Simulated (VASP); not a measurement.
SnTe5:

```
Sn Te
1.0
     6.82378    0.00000    0.00000
    -3.41189    5.90957    0.00000
     0.00000    0.00000    4.56006
Sn Te
1 5
Direct
  0.00000 0.00000 0.50000
  0.66273 0.00000 0.00000
  0.33727 0.33727 0.00000
  0.00000 0.66273 0.00000
  0.66667 0.33333 0.50000
  0.33333 0.66667 0.50000
```

The cell was built from a structure type or drawn by symmetry, and may not be a known phase.

| Property | Result |
| --- | --- |
| Program | VASP 6.6.1 |
| Task | relaxation of cell and atoms |
| Functional | PBE |
| Potentials or basis | VASP PAW PBE potentials, release 64 (Sn_d, Te) |
| Cutoff | 600 eV |
| k mesh | 6 × 6 × 8 |
| Occupations | gaussian, width 0.1 eV |
| Spin | no spin polarisation |

At the start: pressure 0.0 GPa; volume 30.65 Å³/atom.

Problem. How do energy, volume and symmetry change on relaxing?

Solution. Over 13 steps the energy falls by 9.7 meV/atom and the volume is 31.45 Å³/atom (+2.6 %); space group P-62m (No. 189, to 0.1 Å) before and after.

Step by step:
| step | energy change (eV) | largest force (eV/Å) | pressure (GPa) | volume (Å³) |
| --- | --- | --- | --- | --- |
| 1 | 0.0000 | 0.0092 | 0.00 | 183.89 |
| 2 | -0.0294 | 0.0096 | 0.41 | 183.88 |
| 3 | -0.0417 | 0.0496 | 0.85 | 183.81 |
| 4 | -0.0551 | 0.0359 | -0.21 | 189.03 |
| 5 | -0.0553 | 0.0372 | -0.12 | 188.57 |
| 6 | -0.0565 | 0.0404 | -0.06 | 188.71 |
| 7 | -0.0569 | 0.0422 | -0.02 | 188.80 |
| 8 | -0.0566 | 0.0454 | 0.06 | 188.97 |
| 9 | -0.0570 | 0.0433 | 0.00 | 188.85 |
| 10 | -0.0574 | 0.0337 | -0.02 | 188.89 |
| 11 | -0.0579 | 0.0049 | -0.06 | 189.03 |
| 12 | -0.0579 | 0.0024 | 0.11 | 188.29 |
| 13 | -0.0580 | 0.0039 | 0.01 | 188.72 |

Final structure:
```
Sn Te
1.0
     7.05294    0.00000    0.00000
    -3.52647    6.10802    0.00000
     0.00000    0.00000    4.38078
Sn Te
1 5
Direct
  0.00000 0.00000 0.50000
  0.66581 0.00000 0.00000
  0.33419 0.33419 0.00000
  0.00000 0.66581 0.00000
  0.66667 0.33333 0.50000
  0.33333 0.66667 0.50000
```
